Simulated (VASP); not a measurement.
Write the native input for VASP 6.6.1 that does the following.

```yaml
Task: relaxation of the atoms
Functional: PBE
Potentials_or_basis: VASP PAW PBE potentials, release 64 (Ti_sv, C)
Cutoff: 520 eV
k_mesh: 9 × 6 × 1
Occupations: gaussian, width 0.1 eV
Spin: no spin polarisation
Dipole_correction: yes
Atoms_held_fixed_from_0: "[0, 1, 2, 3, 4, 5]"
Further_INCAR_settings: ALGO = Normal; EDIFF = 1e-07; NELMDL = -8; IBRION = 2; EDIFFG = -0.025; NSW = 36
Atoms_held_along_some_axes_from_0: atom 6 along a and b
```

The structure of Ti6C lies in POSCAR:

```
Ti6C
1.0
    2.8319727860      0.0000000000      0.0000000000
    0.0000000000      4.5793473380      0.0000000000
    0.0000000000      0.0000000000     22.0506909065
Ti C
6 1
Selective dynamics
Direct
    0.5000000000      0.0000000000      0.1814002118  F F F
    0.0000000000      0.5000000000      0.2413504290  F F F
    0.5000000000      0.0000000000      0.3013006462  F F F
    0.5000000000      0.5000000000      0.3625816208  F F F
    0.0000000000      0.0000000000      0.4208167734  F F F
    0.5000000000      0.5000000000      0.4784743912  F F F
    0.6666666667      1.0000000000      0.4969963664  F F T
```

The input as run:

INCAR

```
SYSTEM = Ti6C
PREC     = Accurate       ! precision mode
ENCUT    = 520            ! plane-wave cutoff, eV
EDIFF    = 1E-7           ! SCF threshold, eV
ISMEAR   = 0              ! smearing method
SIGMA    = 0.1            ! smearing width, eV
LREAL    = .FALSE.        ! projectors in reciprocal space
LASPH    = .TRUE.         ! aspherical terms in the spheres
NELM     = 120            ! most SCF steps
ALGO     = Normal         ! electronic algorithm
ISIF     = 2              ! what is computed and relaxed
LWAVE    = .FALSE.        ! write WAVECAR
LCHARG   = .FALSE.        ! write CHGCAR
LDIPOL   = .TRUE.       
IDIPOL   = 3            
DIPOL    = 0.5 0.5 0.355
GGA      = PE             ! functional
IBRION   = 2              ! ionic algorithm
NSW      = 36             ! ionic steps
EDIFFG   = -0.025         ! ionic threshold
GGA_COMPAT= .FALSE.      
NELMIN   = 4            
NELMDL   = -8           
KPAR     = 4
```

KPOINTS

```
Automatic mesh
0
G
  9 6 1
  0 0 0
```

Potentials or basis: VASP PAW PBE potentials, release 64 (Ti_sv, C).

Command:

```console
$ cat potpaw_PBE.64/Ti_sv/POTCAR potpaw_PBE.64/C/POTCAR > POTCAR
$ mpirun -np 4 vasp_std > vasp.out
```

Results of the run:

```yaml
Energy_gained_by_relaxing: 1.4 meV/atom
Ionic_steps: 3
Band_gap_on_the_k_mesh: zero (bands 38 and 39 overlap by 0.14 eV)
```

It took 7.8 min on 4 MPI ranks on AMD EPYC 7R13 Processor (Zen 3), with other jobs on the host, peak memory 0.5 GiB a rank.
